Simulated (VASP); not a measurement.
## Zr: single point with PBE

The system is Zr.

```
Zr
1.0
    -1.61555    2.79821    0.00000
     0.00000    0.00000    5.17514
     4.84665    2.79821    0.00000
Zr
4
Direct
  0.50000 0.25000 0.16667
  0.00000 0.25000 0.66667
  0.00000 0.75000 0.33333
  0.50000 0.75000 0.83333
```

```json
{
  "Program": "VASP 6.6.1",
  "Task": "single point",
  "Functional": "PBE",
  "Potentials or basis": "VASP PAW PBE potentials, release 64 (Zr_sv)",
  "Cutoff": "520 eV",
  "k mesh": "13 × 8 × 8",
  "Occupations": "fermi-dirac, width 0.08 eV",
  "Spin": "no spin polarisation"
}
```

| Property | Result |
| --- | --- |
| Pressure | 0.0 GPa |
| Band gap on the k mesh | zero (bands 24 and 25 overlap by 1.10 eV) |

Levels at points of the mesh, in eV from the Fermi level:
```
           k point  band 21  band 22  band 23  band 24  band 25  band 26  band 27  band 28
(0.00, 0.00, 0.00)    -2.12    -0.19     0.59     0.76     0.88     0.88     0.98     1.12
(0.00, 0.50, 0.00)    -1.05    -1.05     0.03     0.03     0.80     0.80     0.80     0.80
(0.00, 0.00, 0.50)    -0.89    -0.89    -0.50    -0.50     0.69     0.69     1.23     1.23
(0.00, 0.50, 0.50)    -0.72    -0.72    -0.72    -0.72     0.45     0.45     0.45     0.45
```

Wall time 5.9 min on 1 thread of Intel(R) Xeon(R) Platinum 8259CL CPU @ 2.50GHz (Skylake/Cascade Lake), on a shared host, peak memory 0.45 GiB.
